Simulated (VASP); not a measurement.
# BeTe (P4_2/mbc) in VASP: a series of runs, part 2 of 2

VASP 6.6.1. The steps go on from the part before.

## 3. Single point, PBE

This run uses another cell than the first one, of 33.01 Å³/atom.

The input, INCAR:

```
PREC     = Accurate       # precision mode
ENCUT    = 520            # plane-wave cutoff, eV
EDIFF    = 1E-6           # SCF threshold, eV
ISMEAR   = 0              # smearing method
SIGMA    = 0.1            # smearing width, eV
LREAL    = Auto         
LASPH    = True           # aspherical terms in the spheres
NELM     = 100            # most SCF steps
ALGO     = Normal         # electronic algorithm
ISIF     = 2              # what is computed and relaxed
LWAVE    = False          # write WAVECAR
LCHARG   = False          # write CHGCAR
GGA      = PE             # functional
NBANDS   = 46             # bands
```

The input, KPOINTS:

```
regular mesh
0
Gamma
  2 2 4
```

The input, POSCAR:

```
BeTe
1.0
   11.5678201883      0.0000000000      0.0000000000
    0.0000000000     11.5678201883      0.0000000000
    0.0000000000      0.0000000000      3.9473793397
Be Te
8 8
Direct
    0.5797370319      0.6411810859      0.0000000000
    0.8588189141      0.9202629681      0.5000000000
    0.4202629681      0.3588189141      0.0000000000
    0.1411810859      0.0797370319      0.5000000000
    0.6411810859      0.4202629681      0.5000000000
    0.9202629681      0.1411810859      0.0000000000
    0.3588189141      0.5797370319      0.5000000000
    0.0797370319      0.8588189141      0.0000000000
    0.0010619165      0.7737356083      0.5000000000
    0.2737356083      0.5010619165      0.0000000000
    0.9989380835      0.2262643917      0.5000000000
    0.7262643917      0.4989380835      0.0000000000
    0.2262643917      0.0010619165      0.0000000000
    0.4989380835      0.2737356083      0.5000000000
    0.7737356083      0.9989380835      0.0000000000
    0.5010619165      0.7262643917      0.5000000000
```

Potentials or basis: VASP PAW PBE potentials, release 64 (Be, Te).

Launch:

```sh
> cat potpaw_PBE.64/Be/POTCAR potpaw_PBE.64/Te/POTCAR > POTCAR
> mpirun -np 1 vasp_std > vasp.out
```

OUTCAR:

```text
PREC = Accurate
   ENCUT = 520
   EDIFF = 1E-6
   ISMEAR = 0
   LREAL = Auto
   LASPH = True
   NELM = 100
   ISIF = 2
   GGA = PE

 ion  position               nearest neighbor table
   1  0.580  0.641  0.000-  12 2.36  16 2.39  16 2.39
   2  0.859  0.920  0.500-   9 2.36  15 2.39  15 2.39
   3  0.420  0.359  0.000-  10 2.36  14 2.39  14 2.39
   4  0.141  0.080  0.500-  11 2.36  13 2.39  13 2.39
   5  0.641  0.420  0.500-  14 2.36  12 2.39  12 2.39
   6  0.920  0.141  0.000-  15 2.36  11 2.39  11 2.39
[... 8 lines left out ...]
  15  0.774  0.999  0.000-   6 2.36   2 2.39   2 2.39
  16  0.501  0.726  0.500-   7 2.36   1 2.39   1 2.39

  LATTYP: Found a simple tetragonal cell.
 ALAT       =    11.5678201883
 C/A-ratio  =     0.3412379580

  Lattice vectors:

 A1 = (  11.5678201883,   0.0000000000,   0.0000000000)
 A2 = (   0.0000000000,  11.5678201883,   0.0000000000)
 A3 = (   0.0000000000,   0.0000000000,   3.9473793397)

Analysis of symmetry for initial positions (statically):
=====================================================================
 Subroutine PRICEL returns:
 Original cell was already a primitive cell.

 Routine SETGRP: Setting up the symmetry group for a
 simple tetragonal supercell.

 Subroutine GETGRP returns: Found 16 space group operations
 (whereof  4 operations were pure point group operations)
 out of a pool of 16 trial point group operations.

The static configuration has the point symmetry C_2h.
 The point group associated with its full space group is D_4h.

Analysis of symmetry for dynamics (positions and initial velocities):
=====================================================================
 Subroutine PRICEL returns:
 Original cell was already a primitive cell.

 Routine SETGRP: Setting up the symmetry group for a
 simple tetragonal supercell.

 Subroutine GETGRP returns: Found 16 space group operations
 (whereof  4 operations were pure point group operations)
[... 139 lines left out ...]
   LORBIT       =      0    0 simple, 1 ext, 2 COOP (PROOUT), +10 PAW based schemes
   GGA     = PE    functional components
   LHFCALC =     F    Hartree Fock is set to
   AEXX    =    0.0000 exact exchange contribution
   IVDW    =     0    specifies the selected vdW correction
   LEPSILON=     F    determine dielectric tensor
   LRPA    =     F    only Hartree local field effects (RPA)
 non-spin polarized calculation
 Gauss-broadening in eV      SIGMA  =   0.10
  energy-cutoff  :      520.00
  volume of cell :      528.22
 maximum number of plane-waves:     14303
 NGX is ok and might be reduce to    90
   NGX = 43   NGY = 43   NGZ = 15

 number of electron      63.9999997 magnetization

 Free energy of the ion-electron system (eV)
  ---------------------------------------------------
  ext. energy  EPLUGINS =         0.00000000
  ---------------------------------------------------
  free energy    TOTEN  =       -57.36830755 eV

  energy without entropy =      -57.36830755  energy(sigma->0) =      -57.36830755

 E-fermi :   1.8671     XC(G=0):  -7.1821

 val. band max:        1.4081089549   @ k =   0.0000   0.0000   0.0000
 cond. band min:       3.3057482343   @ k =   0.0000   0.0000   0.0000
 fundamental gap:      1.8976392794
 Fermi energy:         1.8671221158

 k-point     1 :       0.0000    0.0000    0.0000
  band No.  band energies     occupation
      1      -9.6187      2.00000
      2      -9.5323      2.00000
      3      -9.1230      2.00000
      4      -9.1230      2.00000
      5      -9.0992      2.00000
      6      -9.0992      2.00000
[... 412 lines left out ...]
     43       5.9398      0.00000
     44       5.9421      0.00000
 [bands above 44 left out]

------------------------ aborting loop because EDIFF is reached ----------------------------------------

  FORCE on cell =-STRESS in cart. coord.  units (eV):
  Direction    XX          YY          ZZ          XY          YZ          ZX
  --------------------------------------------------------------------------------------
  -------------------------------------------------------------------------------------
  Total        0.5518532      0.5518532      0.6638231      0.0000000      0.0000000     -0.0000000
  in kB        1.6738720      1.6738720      2.0134970      0.0000000      0.0000000     -0.0000000
  external PRESSURE =       1.7870803 kB  Pullay stress =       0.0000000 kB

 VOLUME and BASIS-vectors are now :
 -----------------------------------------------------------------------------
  energy-cutoff  :      520.00
  volume of cell :      528.22
      direct lattice vectors                 reciprocal lattice vectors
    11.567820188  0.000000000  0.000000000     0.086446710  0.000000000  0.000000000
     0.000000000 11.567820188  0.000000000     0.000000000  0.086446710  0.000000000
     0.000000000  0.000000000  3.947379340     0.000000000  0.000000000  0.253332633

 POSITION                                       TOTAL-FORCE (eV/Angst)
 -----------------------------------------------------------------------------------
      6.70629      7.41707      0.00000        -0.005664     -0.001207     -0.000000
      9.93466     10.64544      1.97369         0.001207      0.005664     -0.000000
      4.86153      4.15075      0.00000         0.005664      0.001207     -0.000000
      1.63316      0.92238      1.97369        -0.001207     -0.005664     -0.000000
      7.41707      4.86153      1.97369        -0.001207      0.005664     -0.000000
     10.64544      1.63316      0.00000         0.005664     -0.001207     -0.000000
[... 8 lines left out ...]
      8.95043     11.55554      0.00000        -0.036164     -0.006665     -0.000000
      5.79619      8.40130      1.97369         0.006665      0.036164     -0.000000
 -----------------------------------------------------------------------------------
    total drift:                               -0.000000     -0.000000      0.000000

  FREE ENERGIE OF THE ION-ELECTRON SYSTEM (eV)
  ---------------------------------------------------
  free  energy   TOTEN  =       -57.3683075508 eV

  energy  without entropy=      -57.3683075508  energy(sigma->0) =      -57.36830755
```

Wall time 8.1 min (1 thread of Intel Xeon 8259CL, shared host); peak memory 0.58 GiB.

Results:

- Free energy: -57.3683 eV
- Pressure: 0.2 GPa
- Largest force: 0.037 eV/Å
- Band gap on the k mesh: 1.90 eV

Forces in eV/Å, atoms in the order of the input:
```
Be  -0.006 -0.001  0.000
Be   0.001  0.006  0.000
Be   0.006  0.001  0.000
Be  -0.001 -0.006  0.000
Be  -0.001  0.006  0.000
Be   0.006 -0.001  0.000
Be   0.001 -0.006  0.000
Be  -0.006  0.001  0.000
Te   0.007 -0.036  0.000
Te  -0.036  0.007  0.000
Te  -0.007  0.036  0.000
Te   0.036 -0.007  0.000
Te   0.036  0.007  0.000
Te  -0.007 -0.036  0.000
Te  -0.036 -0.007  0.000
Te   0.007  0.036  0.000
```

Caveat: spin-orbit coupling is left out, which moves the levels of the heavy elements. A k mesh can miss the band edges.

The gap in the log of VASP goes by the Fermi energy; the results here count the filled bands.